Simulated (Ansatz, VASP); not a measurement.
# Ca8CO: VASP beside Ansatz

The input INCAR:

```
  PREC = Accurate
  ENCUT = 520
  EDIFF = 1E-6
  ISMEAR = 0
  SIGMA = 0.1
  LREAL = F
  LASPH = T
  NELM = 100
  ALGO = Normal
  ISIF = 2
  LWAVE = F
  LCHARG = F
  LDIPOL = T
  IDIPOL = 3
  DIPOL = 0.5 0.5 0.287
  GGA = PE
  NBANDS = 56
```

The input KPOINTS:

```
Automatic mesh
0
Gamma
  4 4 1
```

The input POSCAR:

```
Ca8CO
1.0
    7.8132359319      0.0000000000      0.0000000000
    0.0000000000      7.8132359319      0.0000000000
    0.0000000000      0.0000000000     20.6093934330
Ca C O
8 1 1
Direct
    0.2500000000      0.2500000000      0.1940862555
    0.2500000000      0.7500000000      0.1940862555
    0.7500000000      0.2500000000      0.1940862555
    0.7500000000      0.7500000000      0.1940862555
    0.0000000000      0.0000000000      0.3206981057
    0.0000000000      0.5000000000      0.3206981057
    0.5000000000      0.0000000000      0.3206981057
    0.5000000000      0.5000000000      0.3206981057
    0.1834462693      0.7500000000      0.4060960581
    0.3165537307      0.7500000000      0.4060960581
```

Input for Ansatz:

```yaml
crystal:
  lattice:
    - [7.8132359319, 0.0, 0.0]
    - [0.0, 7.8132359319, 0.0]
    - [0.0, 0.0, 20.609393433]
  atoms:
    - { symbol: Ca, position: [0.25, 0.25, 0.1940862555] }
    - { symbol: Ca, position: [0.25, 0.75, 0.1940862555] }
    - { symbol: Ca, position: [0.75, 0.25, 0.1940862555] }
    - { symbol: Ca, position: [0.75, 0.75, 0.1940862555] }
    - { symbol: Ca, position: [0.0, 0.0, 0.3206981057] }
    - { symbol: Ca, position: [0.0, 0.5, 0.3206981057] }
    - { symbol: Ca, position: [0.5, 0.0, 0.3206981057] }
    - { symbol: Ca, position: [0.5, 0.5, 0.3206981057] }
    - { symbol: C, position: [0.1834462693, 0.75, 0.4060960581] }
    - { symbol: O, position: [0.3165537307, 0.75, 0.4060960581] }
basis:
  ecutwfc: 420
kpoints:
  mp_grid: { grid: [4, 4, 1] }
hamiltonian:
  xc: pbe
scf:
  occupations: { method: gaussian, width: 0.1 }
output:
  forces: true
  eigenvalues: true
efield:
  axis: 3
  dipole_correction: true
  ramp_width: 0.04
```

Alike in both runs: task single point; functional PBE; k mesh 4 × 4 × 1; occupations gaussian, width 0.1 eV; no spin polarisation.

```csv
,VASP,Ansatz
version,VASP 6.6.1,Ansatz 0.2.0
potentials or method,"VASP PAW PBE potentials, release 64 (Ca_sv, C, O), cutoff 520 eV","scalar-relativistic, plane waves, PAW"
valence electrons in the cell,90,90
```

```csv
,VASP,Ansatz,Ansatz less VASP
gap on the k mesh at the Fermi level (eV),none,none,-
rms of the force components (eV/Å),5.366,4.895,-0.4713
```

Atom by atom the forces differ by 0.472 eV/Å (rms over components). A gap of «none» marks a metal or a gap that the smearing closes. With one functional, cell and mesh, what is left measures potentials, basis and numerics.

Noted on VASP's run: the standard files for N, O and F lose accuracy on very short bonds.
